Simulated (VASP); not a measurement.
# SrAg3 (Pm-3m) in VASP: further runs, part 2 of 2

VASP 6.6.1. Earlier steps stand in the parts before.

## 3. Single point, PBE

The input, INCAR:

```
SYSTEM = SrAg3
PREC     = Accurate       ! precision mode
ENCUT    = 520            ! plane-wave cutoff, eV
EDIFF    = 1E-7           ! SCF threshold, eV
ISMEAR   = 0              ! smearing method
SIGMA    = 0.1            ! smearing width, eV
LREAL    = .FALSE.        ! projectors in reciprocal space
LASPH    = .TRUE.         ! aspherical terms in the spheres
NELM     = 100            ! most SCF steps
ALGO     = Fast           ! electronic algorithm
ISIF     = 2              ! what is computed and relaxed
LWAVE    = .FALSE.        ! write WAVECAR
LCHARG   = .FALSE.        ! write CHGCAR
GGA      = PE             ! functional
NBANDS   = 30             ! bands
```

The input, KPOINTS:

```
Automatic mesh
0
G
  10 10 10
  0 0 0
```

The input, POSCAR:

```
SrAg3
1.0
    4.5723216011      0.0000000000      0.0000000000
    0.0000000000      4.5723216011      0.0000000000
    0.0000000000      0.0000000000      4.5723216011
Sr Ag
1 3
Direct
    0.0000000000      0.0000000000      0.0000000000
    0.0000000000      0.5000000000      0.5000000000
    0.5000000000      0.0000000000      0.5000000000
    0.5000000000      0.5000000000      0.0000000000
```

Potentials or basis: VASP PAW PBE potentials, release 64 (Sr_sv, Ag).

Run with:

```console
$ cat potpaw_PBE.64/Sr_sv/POTCAR potpaw_PBE.64/Ag/POTCAR > POTCAR
$ mpirun -np 1 vasp_std > vasp.out
```

Run time: 4.6 min. Hardware: 1 thread of Oxide Virtual Turin-like, shared host; peak memory 0.26 GiB.

The run converged. Its results:

* Free energy: -9.9490 eV
* Pressure: 0.1 GPa
* Band gap on the k mesh: zero (an odd number of electrons rules out a gap without spin polarisation)

Levels at points of the mesh, in eV from the Fermi level:
```tsv
k point	band 18	band 19	band 20	band 21	band 22	band 23	band 24	band 25
(0.00, 0.00, 0.00)	-3.39	-3.39	-3.39	1.51	1.51	1.91	1.91	1.91
(0.50, 0.00, 0.00)	-3.75	-3.44	-3.39	-3.27	1.70	1.70	1.82	3.79
(0.50, 0.50, 0.00)	-4.12	-3.93	-2.86	-0.99	-0.89	-0.89	2.60	2.60
(0.50, 0.50, 0.50)	-3.56	-3.56	-0.15	-0.05	-0.05	-0.05	0.69	0.69
```

## 4. Relaxation of cell and atoms, PBE

This run uses another cell than the first one, of 22.29 Å³/atom.

The input, INCAR:

```
PREC = Accurate ; ENCUT = 600
EDIFF = 1E-6 ; ISMEAR = 0
SIGMA = 0.1 ; LREAL = F
LASPH = T ; NELM = 100
ALGO = Fast ; ISIF = 3
LWAVE = F ; LCHARG = F
GGA = PE ; IBRION = 2
NSW = 100 ; EDIFFG = -0.01
```

The input, KPOINTS:

```
Automatic mesh
0
Gamma
  10 10 10
```

The input, POSCAR:

```
SrAg3
1.0
    4.4675168491      0.0000000000      0.0000000000
    0.0000000000      4.4675168491      0.0000000000
    0.0000000000      0.0000000000      4.4675168491
Sr Ag
1 3
Direct
    0.0000000000      0.0000000000      0.0000000000
    0.0000000000      0.5000000000      0.5000000000
    0.5000000000      0.0000000000      0.5000000000
    0.5000000000      0.5000000000      0.0000000000
```

Run with:

```console
$ cat potpaw_PBE.64/Sr_sv/POTCAR potpaw_PBE.64/Ag/POTCAR > POTCAR
$ mpirun -np 1 vasp_std > vasp.out
```

Wall time 5.6 min (1 thread of Oxide Virtual Turin-like, shared host); peak memory 0.28 GiB.

The run converged. Its results:

```yaml
Free_energy: -9.9454 eV
Relaxed_volume: 23.93 Å³/atom
Relaxed_cell: a = 4.574 Å, b = 4.574 Å, c = 4.574 Å, α = 90.00°, β = 90.00°, γ = 90.00°
Space_group_after_relaxing_to_0.1_Å: Pm-3m (No. 221)
Energy_gained_by_relaxing: 17.1 meV/atom
Ionic_steps: 2
Pressure_after_relaxing: 0.0 GPa
Band_gap_on_the_k_mesh: zero (an odd number of electrons rules out a gap without spin polarisation)
```

The path:
| step | energy change (eV) | largest force (eV/Å) | pressure (GPa) | volume (Å³) |
| --- | --- | --- | --- | --- |
| 1 | 0.0000 | 0.0000 | 3.57 | 89.17 |
| 2 | -0.0682 | 0.0000 | 0.02 | 95.72 |

Final structure:
```
CELL_PARAMETERS angstrom
4.57443 0.00000 0.00000
0.00000 4.57443 0.00000
0.00000 0.00000 4.57443
ATOMIC_POSITIONS crystal
Sr 0.00000 0.00000 0.00000
Ag 0.00000 0.50000 0.50000
Ag 0.50000 0.00000 0.50000
Ag 0.50000 0.50000 0.00000
```

Levels at points of the mesh, in eV from the Fermi level:
```tsv
k point	band 17	band 18	band 19	band 20	band 21	band 22	band 23	band 24	band 25
(0.00, 0.00, 0.00)	-3.66	-3.39	-3.39	-3.39	1.51	1.51	1.91	1.91	1.91
(0.50, 0.00, 0.00)	-4.07	-3.75	-3.43	-3.39	-3.27	1.70	1.70	1.82	3.78
(0.50, 0.50, 0.00)	-4.11	-4.11	-3.93	-2.85	-0.98	-0.89	-0.89	2.60	2.60
(0.50, 0.50, 0.50)	-3.55	-3.55	-3.55	-0.14	-0.05	-0.05	-0.05	0.69	0.69
```

## 5. Relaxation of cell and atoms, PBE

This run uses another cell than the first one, of 22.29 Å³/atom.

The input, INCAR:

```
SYSTEM = SrAg3
ALGO = Fast
EDIFF = 1E-7
EDIFFG = -0.01
ENCUT = 600
GGA = PE
IBRION = 2
ISIF = 3
ISMEAR = 0
LASPH = .TRUE.
LCHARG = .FALSE.
LREAL = .FALSE.
LWAVE = .FALSE.
NELM = 80
NSW = 100
PREC = Accurate
SIGMA = 0.1
```

The input, KPOINTS:

```
k-points
0
G
  10 10 10
  0 0 0
```

POSCAR is that of step 4.

Potentials or basis: VASP PAW PBE potentials, release 64 (Sr_sv, Ag).

Run with:

```console
$ cat potpaw_PBE.64/Sr_sv/POTCAR potpaw_PBE.64/Ag/POTCAR > POTCAR
$ mpirun -np 1 vasp_std > vasp.out
```

OUTCAR:

```text
SYSTEM = SrAg3
   EDIFF = 1E-7
   EDIFFG = -0.01
   ENCUT = 600
   GGA = PE
   IBRION = 2
   ISIF = 3
   ISMEAR = 0
   LASPH = .TRUE.
   LREAL = .FALSE.
   NELM = 80
   NSW = 100
   PREC = Accurate

 ion  position               nearest neighbor table
   1  0.000  0.000  0.000-   2 3.16   3 3.16   4 3.16   2 3.16   3 3.16   2 3.16   4 3.16   2 3.16
                             3 3.16   4 3.16   3 3.16   4 3.16
   2  0.000  0.500  0.500-   1 3.16   3 3.16   4 3.16   1 3.16   4 3.16   1 3.16   3 3.16   1 3.16
                             3 3.16   4 3.16   4 3.16   3 3.16
   3  0.500  0.000  0.500-   1 3.16   2 3.16   4 3.16   1 3.16   4 3.16   2 3.16   4 3.16   4 3.16
                             1 3.16   2 3.16   1 3.16   2 3.16
   4  0.500  0.500  0.000-   1 3.16   2 3.16   3 3.16   2 3.16   3 3.16   1 3.16   3 3.16   3 3.16
                             1 3.16   2 3.16   2 3.16   1 3.16

  LATTYP: Found a simple cubic cell.
 ALAT       =     4.4675168491

  Lattice vectors:

 A1 = (   4.4675168491,   0.0000000000,   0.0000000000)
 A2 = (   0.0000000000,   4.4675168491,   0.0000000000)
 A3 = (   0.0000000000,   0.0000000000,   4.4675168491)

Analysis of symmetry for initial positions (statically):
=====================================================================
[... 232 lines left out ...]
 Fermi energy:         5.2092336457

 k-point     1 :       0.0000    0.0000    0.0000
  band No.  band energies     occupation
      1     -30.1662      2.00000
      2     -12.2254      2.00000
      3     -12.2254      2.00000
      4     -12.2254      2.00000
      5      -0.6800      2.00000
      6      -0.0407      2.00000
[... 661 lines left out ...]
     24       7.4026      0.00000
     25       9.2945      0.00000

 [... further k-points ...]

------------------------ aborting loop because EDIFF is reached ----------------------------------------

  FORCE on cell =-STRESS in cart. coord.  units (eV):
  Direction    XX          YY          ZZ          XY          YZ          ZX
  --------------------------------------------------------------------------------------
  -------------------------------------------------------------------------------------
  Total        0.0123735      0.0123735      0.0123735      0.0000000      0.0000000      0.0000000
  in kB        0.2070920      0.2070920      0.2070920      0.0000000      0.0000000      0.0000000
  external PRESSURE =       0.2070920 kB  Pullay stress =       0.0000000 kB

 VOLUME and BASIS-vectors are now :
 -----------------------------------------------------------------------------
  energy-cutoff  :      600.00
  volume of cell :       95.73
      direct lattice vectors                 reciprocal lattice vectors
     4.574534620 -0.000000000  0.000000000     0.218601472 -0.000000000  0.000000000
     0.000000000  4.574534620  0.000000000     0.000000000  0.218601472 -0.000000000
    -0.000000000  0.000000000  4.574534620    -0.000000000  0.000000000  0.218601472

 POSITION                                       TOTAL-FORCE (eV/Angst)
 -----------------------------------------------------------------------------------
      0.00000      0.00000      0.00000        -0.000000     -0.000000      0.000000
      0.00000      2.28727      2.28727         0.000000      0.000000      0.000000
      2.28727      0.00000      2.28727        -0.000000      0.000000      0.000000
      2.28727      2.28727      0.00000        -0.000000     -0.000000      0.000000
 -----------------------------------------------------------------------------------
    total drift:                                0.000000      0.000000      0.000000

  FREE ENERGIE OF THE ION-ELECTRON SYSTEM (eV)
  ---------------------------------------------------
  free  energy   TOTEN  =        -9.9454373426 eV

  energy  without entropy=       -9.9370438026  energy(sigma->0) =       -9.94124057

 reached required accuracy - stopping structural energy minimisation
```

Run time: 8.1 min. Hardware: 1 thread of Oxide Virtual Turin-like, shared host; peak memory 0.28 GiB.

Results:

- Free energy: -9.9454 eV
- Relaxed volume: 23.93 Å³/atom
- Relaxed cell: a = 4.575 Å, b = 4.575 Å, c = 4.575 Å, α = 90.00°, β = 90.00°, γ = 90.00°
- Space group after relaxing (to 0.1 Å): Pm-3m (No. 221)
- Energy gained by relaxing: 17.1 meV/atom
- Ionic steps: 2
- Pressure after relaxing: 0.0 GPa
- Band gap on the k mesh: zero (an odd number of electrons rules out a gap without spin polarisation)

Step by step:
| step | energy change (eV) | largest force (eV/Å) | pressure (GPa) | volume (Å³) |
| --- | --- | --- | --- | --- |
| 1 | 0.0000 | 0.0000 | 3.57 | 89.17 |
| 2 | -0.0682 | 0.0000 | 0.02 | 95.73 |

Final structure:
```xyz
4
Lattice="4.5745 0.0000 0.0000 0.0000 4.5745 0.0000 0.0000 0.0000 4.5745" Properties=species:S:1:pos:R:3 pbc="T T T"
Sr    0.0000    0.0000    0.0000
Ag    0.0000    2.2873    2.2873
Ag    2.2873    0.0000    2.2873
Ag    2.2873    2.2873    0.0000
```
